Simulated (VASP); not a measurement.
# BN (Qingsongite) in VASP: a series of runs

The runs below take BN (Qingsongite) through single point, relaxation of the atoms, with PBE.

All numbers are computed with VASP 6.6.1; they aren't measurements. Logs are shortened: lines on timing, memory, paths and dates and some standing lists are left out, and cuts for length are marked.

**1. The cell of the first run**

The structure is tetragonal, space group I-4m2 (No. 119). Conventional cell: a = 2.556 Å, b = 2.556 Å, c = 3.651 Å, α = 90.00°, β = 90.00°, γ = 90.00°. Within 2.1 Å of B (site symmetry -4m2) lie 4 N at 1.57 Å. Within 2.1 Å of N (site symmetry -4m2) lie 4 B at 1.57 Å.

**2. Single point, PBE (z stretched by +1 %, then relaxed in part)**

INCAR

```
SYSTEM = BN
ALGO     = Normal         ! electronic algorithm
EDIFF    = 1E-6           ! SCF threshold, eV
ENCUT    = 520            ! plane-wave cutoff, eV
GGA      = PE             ! functional
ISIF     = 2              ! what is computed and relaxed
ISMEAR   = -1             ! smearing method
LASPH    = .TRUE.         ! aspherical terms in the spheres
LCHARG   = .FALSE.        ! write CHGCAR
LREAL    = .FALSE.        ! projectors in reciprocal space
LWAVE    = .FALSE.        ! write WAVECAR
NBANDS   = 11             ! bands
NELM     = 100            ! most SCF steps
PREC     = Accurate       ! precision mode
SIGMA    = 0.02           ! smearing width, eV
```

KPOINTS

```
k-points
0
G
  14 14 14
  0 0 0
```

POSCAR

```
BN
1.0
    0.0000000000      1.8075000000      1.8255750000
    1.8075000000      0.0000000000      1.8255750000
    1.8075000000      1.8075000000      0.0000000000
B N
1 1
Direct
    0.0000000000      0.0000000000      0.0000000000
    0.2500000000      0.2500000000      0.2500000000
```

Potentials or basis: VASP PAW PBE potentials, release 64 (B, N).

Command:

```bash
cat potpaw_PBE.64/B/POTCAR potpaw_PBE.64/N/POTCAR > POTCAR
mpirun -np 1 vasp_std > vasp.out
```

OUTCAR:

```text
SYSTEM = BN
   EDIFF = 1E-6
   ENCUT = 520
   GGA = PE
   ISIF = 2
   ISMEAR = -1
   LASPH = .TRUE.
   LREAL = .FALSE.
   NELM = 100
   PREC = Accurate

 ion  position               nearest neighbor table
   1  0.000  0.000  0.000-   2 1.57   2 1.57   2 1.57   2 1.57
   2  0.250  0.250  0.250-   1 1.57   1 1.57   1 1.57   1 1.57

  LATTYP: Found a body centered tetragonal cell.
 ALAT       =     2.5561910140
 C/A-ratio  =     1.4283556980

  Lattice vectors:

 A1 = (  -1.8075000000,   0.0000000000,   1.8255750000)
 A2 = (   1.8075000000,   0.0000000000,   1.8255750000)
 A3 = (   0.0000000000,   1.8075000000,  -1.8255750000)

Analysis of symmetry for initial positions (statically):
=====================================================================
 Subroutine PRICEL returns:
 Original cell was already a primitive cell.

 Routine SETGRP: Setting up the symmetry group for a
 body centered tetragonal supercell.

 Subroutine GETGRP returns: Found  8 space group operations
 (whereof  8 operations were pure point group operations)
 out of a pool of 16 trial point group operations.

The static configuration has the point symmetry D_2d.

Analysis of symmetry for dynamics (positions and initial velocities):
=====================================================================
 Subroutine PRICEL returns:
 Original cell was already a primitive cell.

 Routine SETGRP: Setting up the symmetry group for a
 body centered tetragonal supercell.

 Subroutine GETGRP returns: Found  8 space group operations
 (whereof  8 operations were pure point group operations)
 out of a pool of 16 trial point group operations.

The dynamic configuration has the point symmetry D_2d.

 Subroutine INISYM returns: Found  8 space group operations
 (whereof  8 operations are pure point group operations),
 and found     1 'primitive' translations

----------------------------------------------------------------------------------------

                                     Primitive cell

  volume of cell :      11.9285

  direct lattice vectors                    reciprocal lattice vectors
     0.000000000  1.807500000  1.825575000    -0.276625173  0.276625173  0.273886310
     1.807500000  0.000000000  1.825575000     0.276625173 -0.276625173  0.273886310
     1.807500000  1.807500000  0.000000000     0.276625173  0.276625173 -0.273886310

  length of vectors
     2.569003762  2.569003762  2.556191014     0.477552807  0.477552807  0.477552807

  position of ions in fractional coordinates (direct lattice)
     0.000000000  0.000000000  0.000000000
     0.250000000  0.250000000  0.250000000

  ion indices of the primitive-cell ions
   primitive index   ion index
                 1           1
                 2           2

----------------------------------------------------------------------------------------

 KPOINTS: k-points

Automatic generation of k-mesh.
 Grid dimensions read from file:
 generate k-points for:   14   14   14

 Generating k-lattice:

  Cartesian coordinates                     Fractional coordinates (reciprocal lattice)
    -0.019758941  0.019758941  0.019563308     0.071428571  0.000000000  0.000000000
     0.019758941 -0.019758941  0.019563308     0.000000000  0.071428571  0.000000000
     0.019758941  0.019758941 -0.019563308     0.000000000  0.000000000  0.071428571

  Length of vectors
     0.034110915  0.034110915  0.034110915

  Shift w.r.t. Gamma in fractional coordinates (k-lattice)
     0.000000000  0.000000000  0.000000000

 Subroutine IBZKPT returns following result:
 ===========================================

 Found    244 irreducible k-points:

 Following reciprocal coordinates:
            Coordinates               Weight
  0.000000  0.000000  0.000000      1.000000
  0.071429  0.000000  0.000000      8.000000
  0.142857 -0.000000  0.000000      8.000000
  0.214286  0.000000  0.000000      8.000000
  0.285714  0.000000  0.000000      8.000000
  0.357143  0.000000  0.000000      8.000000
[... 16 lines left out ...]
  0.214286  0.142857  0.000000      8.000000
  0.285714  0.142857  0.000000      8.000000
 [... further k-points ...]
   k-points           NKPTS =    244   k-points in BZ     NKDIM =    244   number of bands    NBANDS=     11
   number of dos      NEDOS =    301   number of ions     NIONS =      2
   total plane-waves  NPLWV =   8000
   dimension x,y,z NGX =    20 NGY =   20 NGZ =   20
   dimension x,y,z NGXF=    40 NGYF=   40 NGZF=   40
   ions per type =               1   1
   NGX,Y,Z   is equivalent  to a cutoff of  12.94, 12.94, 13.01 a.u.
   NGXF,Y,Z  is equivalent  to a cutoff of  25.88, 25.88, 26.01 a.u.
 SYSTEM =  BN
   PREC   = accura    normal or accurate (medium, high low for compatibility)
   ISTART =      0    job   : 0-new  1-cont  2-samecut
   ICHARG =      2    charge: 1-file 2-atom 10-const
   ISPIN  =      1    spin polarized calculation?
   LNONCOLLINEAR =      F non collinear calculations
   LSORBIT =      F    spin-orbit coupling
   LASPH  =      T    aspherical Exc in radial PAW
   ENCUT  =  520.0 eV  38.22 Ry    6.18 a.u.   4.78  4.78  4.75*2*pi/ulx,y,z
   NELM   =    100;   NELMIN=  2; NELMDL= -5     # of ELM steps
   EDIFF  = 0.1E-05   stopping-criterion for ELM
   LREAL  =      F    real-space projection
   EDIFFG = 0.1E-04   stopping-criterion for IOM
   NSW    =      0    number of steps for IOM
   IBRION =     -1    ionic relax: 0-MD 1-quasi-New 2-CG
   NFREE  =      0    steps in history (QN), initial steepest desc. (CG)
   ISIF   =      2    stress and relaxation
   ISYM   =      2    0-nonsym 1-usesym 2-fastsym
   POTIM  = 0.5000    time-step for ionic-motion
   TEBEG  =    0.0;   TEEND  =   0.0 temperature during run
   PSTRESS=    0.0 pullay stress
   NELECT =       8.0000    total number of electrons
   NUPDOWN=      -1.0000    fix difference up-down
   EMIN   =  10.00;   EMAX   =-10.00  energy-range for DOS
   EFERMI =   0.00;   METHOD = LEGACY
   ISMEAR =    -1;   SIGMA  =   0.02  broadening in eV -4-tet -1-fermi 0-gaus
   EFERMI_NEDOS =   21; number of points for ismear=-14 and -15
   IALGO  =     38    algorithm
   IMIX   =      4    mixing-type and parameters
     AMIX     =   0.40;   BMIX     =  1.00
     AMIX_MAG =   1.60;   BMIX_MAG =  1.00
  volume/ion in A,a.u.               =       5.96        40.25
  Fermi-wavevector in a.u.,A,eV,Ry     =   1.432989  2.707956 27.938969  2.053456
  Thomas-Fermi vector in A             =   2.552556
   LORBIT       =      0    0 simple, 1 ext, 2 COOP (PROOUT), +10 PAW based schemes
   GGA     = PE    functional components
   LHFCALC =     F    Hartree Fock is set to
   AEXX    =    0.0000 exact exchange contribution
   IVDW    =     0    specifies the selected vdW correction
   LEPSILON=     F    determine dielectric tensor
   LRPA    =     F    only Hartree local field effects (RPA)
 non-spin polarized calculation
  energy-cutoff  :      520.00
  volume of cell :       11.93
 maximum number of plane-waves:       332
   NGX =  9   NGY =  9   NGZ =  9

 number of electron       7.9999999 magnetization

 Free energy of the ion-electron system (eV)
  ---------------------------------------------------
  ext. energy  EPLUGINS =         0.00000000
  ---------------------------------------------------
  free energy    TOTEN  =       -17.44951355 eV

  energy without entropy =      -17.44951355  energy(sigma->0) =      -17.44951355

 E-fermi :   7.7350     XC(G=0): -12.7731

 val. band max:        7.3141315298   @ k =   0.0000   0.0000   0.0000
 cond. band min:      11.6736888945   @ k =   0.5000   0.0000   0.5000
 fundamental gap:      4.3595573647
 Fermi energy:         7.7349809964

 k-point     1 :       0.0000    0.0000    0.0000
  band No.  band energies     occupation
      1     -12.8369      2.00000
      2       7.2149      2.00000
      3       7.3141      2.00000
      4       7.3141      2.00000
      5      16.0309      0.00000
      6      16.0309      0.00000
      7      16.1016      0.00000
      8      17.4682      0.00000
      9      31.8474      0.00000
     10      34.6594      0.00000
     11      35.1839      0.00000

 k-point     2 :       0.0714    0.0000    0.0000
  band No.  band energies     occupation
      1     -12.7136      2.00000
      2       6.5968      2.00000
      3       7.1155      2.00000
      4       7.1837      2.00000
      5      16.1842      0.00000
      6      16.2345      0.00000
      7      16.3027      0.00000
      8      17.8934      0.00000
      9      31.7127      0.00000
     10      32.8295      0.00000
     11      33.2258      0.00000

 k-point     3 :       0.1429   -0.0000    0.0000
  band No.  band energies     occupation
      1     -12.3470      2.00000
      2       4.9490      2.00000
      3       6.7641      2.00000
      4       6.8496      2.00000
      5      16.4418      0.00000
      6      16.7443      0.00000
      7      16.7920      0.00000
      8      18.9681      0.00000
      9      31.2438      0.00000
     10      31.4398      0.00000
     11      31.6775      0.00000

 k-point     4 :       0.2143    0.0000    0.0000
  band No.  band energies     occupation
      1     -11.7489      2.00000
      2       2.9017      2.00000
      3       6.3254      2.00000
      4       6.4300      2.00000
      5      16.6878      0.00000
      6      17.3246      0.00000
      7      17.3442      0.00000
      8      20.1796      0.00000
      9      30.6295      0.00000
     10      30.8865      0.00000
     11      30.9166      0.00000
[... 239 lines left out ...]
 k-point    22 :       0.1429    0.1429    0.0000
  band No.  band energies     occupation
      1     -12.1937      2.00000
      2       5.6296      2.00000
      3       5.9636      2.00000
      4       5.9636      2.00000
      5      15.2791      0.00000
      6      17.9395      0.00000
      7      17.9395      0.00000
      8      18.8458      0.00000
      9      27.1066      0.00000
     10      33.1054      0.00000
     11      36.0955      0.00000

 k-point    23 :       0.2143    0.1429    0.0000
  band No.  band energies     occupation
      1     -11.7589      2.00000
      2       4.1668      2.00000
      3       5.4467      2.00000
      4       5.7646      2.00000
      5      15.2228      0.00000
      6      18.4709      0.00000
      7      18.7342      0.00000
      8      19.4630      0.00000
      9      26.2360      0.00000
     10      33.3503      0.00000
     11      35.2260      0.00000

 k-point    24 :       0.2857    0.1429    0.0000
  band No.  band energies     occupation
      1     -11.1040      2.00000
      2       2.2919      2.00000
      3       5.0227      2.00000
      4       5.3870      2.00000
      5      15.5525      0.00000
      6      18.7826      0.00000
      7      19.3524      0.00000
      8      20.0358      0.00000
      9      26.4012      0.00000
     10      33.2942      0.00000
     11      34.6617      0.00000

 [... further k-points ...]
[... 5 lines left out ...]
  --------------------------------------------------------------------------------------
  -------------------------------------------------------------------------------------
  Total        0.1173907      0.1173907     -0.3404239      0.0000000     -0.0000000     -0.0000000
  in kB       15.7673273     15.7673273    -45.7240123      0.0000000     -0.0000000     -0.0000000
  external PRESSURE =      -4.7297859 kB  Pullay stress =       0.0000000 kB

 VOLUME and BASIS-vectors are now :
 -----------------------------------------------------------------------------
  energy-cutoff  :      520.00
  volume of cell :       11.93
      direct lattice vectors                 reciprocal lattice vectors
     0.000000000  1.807500000  1.825575000    -0.276625173  0.276625173  0.273886310
     1.807500000  0.000000000  1.825575000     0.276625173 -0.276625173  0.273886310
     1.807500000  1.807500000  0.000000000     0.276625173  0.276625173 -0.273886310

 POSITION                                       TOTAL-FORCE (eV/Angst)
 -----------------------------------------------------------------------------------
      0.00000      0.00000      0.00000         0.000000      0.000000      0.000000
      0.90375      0.90375      0.91279        -0.000000     -0.000000     -0.000000
 -----------------------------------------------------------------------------------
    total drift:                               -0.000000     -0.000000      0.000001

  FREE ENERGIE OF THE ION-ELECTRON SYSTEM (eV)
  ---------------------------------------------------
  free  energy   TOTEN  =       -17.4495135504 eV

  energy  without entropy=      -17.4495135504  energy(sigma->0) =      -17.44951355
```

Run time: 16 s. Hardware: 1 thread of Intel Xeon Platinum 8488C (Sapphire Rapids), shared host; peak memory 0.14 GiB.

What came out:

```
Free energy            : -17.4495 eV
Pressure               : -0.5 GPa
Band gap on the k mesh : 4.36 eV, indirect (least direct gap 8.72 eV)
```

Caveat: the cell differs from its parent crystal (z stretched by +1 %, then relaxed in part).

**3. Single point, PBE (z stretched by +2 %, then relaxed in part)**

INCAR

```
SYSTEM = BN
ALGO = Normal
EDIFF = 1E-7
ENCUT = 520
GGA = PE
ISIF = 2
ISMEAR = -1
LASPH = .TRUE.
LCHARG = .TRUE.
LELF = .TRUE.
LREAL = .FALSE.
LVHAR = .TRUE.
LWAVE = .FALSE.
NBANDS = 11
NELM = 100
PREC = Accurate
SIGMA = 0.02
```

KPOINTS is that of step 2.

POSCAR

```
BN
1.0
    0.0000000000      1.8075000000      1.8436500000
    1.8075000000      0.0000000000      1.8436500000
    1.8075000000      1.8075000000      0.0000000000
B N
1 1
Direct
    0.0000000000      0.0000000000      0.0000000000
    0.2500000000      0.2500000000      0.2500000000
```

Potentials or basis: VASP PAW PBE potentials, release 64 (B, N).

Command:

```bash
cat potpaw_PBE.64/B/POTCAR potpaw_PBE.64/N/POTCAR > POTCAR
mpirun -np 1 vasp_std > vasp.out
```

Wall time 18 s (1 thread of Intel Xeon Platinum 8488C (Sapphire Rapids), shared host); peak memory 0.14 GiB.

The run converged. Its results:

```
Free energy            : -17.4435 eV
Pressure               : -4.1 GPa
Band gap on the k mesh : 4.26 eV, indirect (least direct gap 8.62 eV)
```

Stress tensor (GPa, compression positive):
```
  0.02   0.00   0.00
  0.00   0.02   0.00
  0.00   0.00 -12.27
```

Levels at points of the mesh, in eV from the valence-band top:
```
           k point  band 1  band 2  band 3  band 4  band 5  band 6  band 7  band 8
(0.00, 0.00, 0.00)  -20.07   -0.20    0.00    0.00    8.62    8.62    8.76    9.96
(0.50, 0.00, 0.00)  -15.95  -10.58   -2.12   -1.82    9.67   10.58   10.63   14.99
(0.50, 0.50, 0.00)  -14.76   -9.04   -4.70   -4.70    4.60    9.36   17.51   17.51
(0.50, 0.00, 0.50)  -14.54   -8.76   -4.96   -4.96    4.26    8.90   17.40   17.70
```

Caveat: the cell differs from its parent crystal (z stretched by +2 %, then relaxed in part).

**4. Single point, PBE (z stretched by +3 %, then relaxed in part)**

INCAR

```
SYSTEM = BN
PREC = Accurate ; ENCUT = 520
EDIFF = 1E-6 ; ISMEAR = -1
SIGMA = 0.02 ; LREAL = .False.
LASPH = .True. ; NELM = 100
ALGO = Normal ; ISIF = 2
LWAVE = .False. ; LCHARG = .False.
GGA = PE ; NBANDS = 11
```

KPOINTS

```
regular mesh
0
Gamma
  14 14 14
  0 0 0
```

POSCAR

```
BN
1.0
    0.0000000000      1.8075000000      1.8617250000
    1.8075000000      0.0000000000      1.8617250000
    1.8075000000      1.8075000000      0.0000000000
B N
1 1
Direct
    0.0000000000      0.0000000000      0.0000000000
    0.2500000000      0.2500000000      0.2500000000
```

Command:

```bash
cat potpaw_PBE.64/B/POTCAR potpaw_PBE.64/N/POTCAR > POTCAR
mpirun -np 1 vasp_std > vasp.out
```

It took 16 s on 1 thread of Intel Xeon Platinum 8488C (Sapphire Rapids), shared host; peak memory 0.14 GiB.

Results (log left out):

```
Free energy            : -17.4319 eV
Pressure               : -7.5 GPa
Band gap on the k mesh : 4.17 eV, indirect (least direct gap 8.52 eV)
```

Stress tensor (GPa, compression positive):
```
 -1.38   0.00   0.00
  0.00  -1.38   0.00
  0.00   0.00 -19.79
```

Levels at points of the mesh, in eV from the valence-band top:
```csv
k point,band 1,band 2,band 3,band 4,band 5,band 6,band 7,band 8
"(0.00, 0.00, 0.00)",-20.00,-0.30,0.00,0.00,8.52,8.52,8.73,9.77
"(0.50, 0.00, 0.00)",-15.92,-10.52,-2.21,-1.76,9.38,10.57,10.60,14.86
"(0.50, 0.50, 0.00)",-14.81,-9.10,-4.60,-4.60,4.66,9.42,17.31,17.31
"(0.50, 0.00, 0.50)",-14.48,-8.68,-4.99,-4.98,4.17,8.74,17.14,17.58
```

Caveat: the cell differs from its parent crystal (z stretched by +3 %, then relaxed in part). A k mesh can miss the band edges.

[end of part 1 of 2]
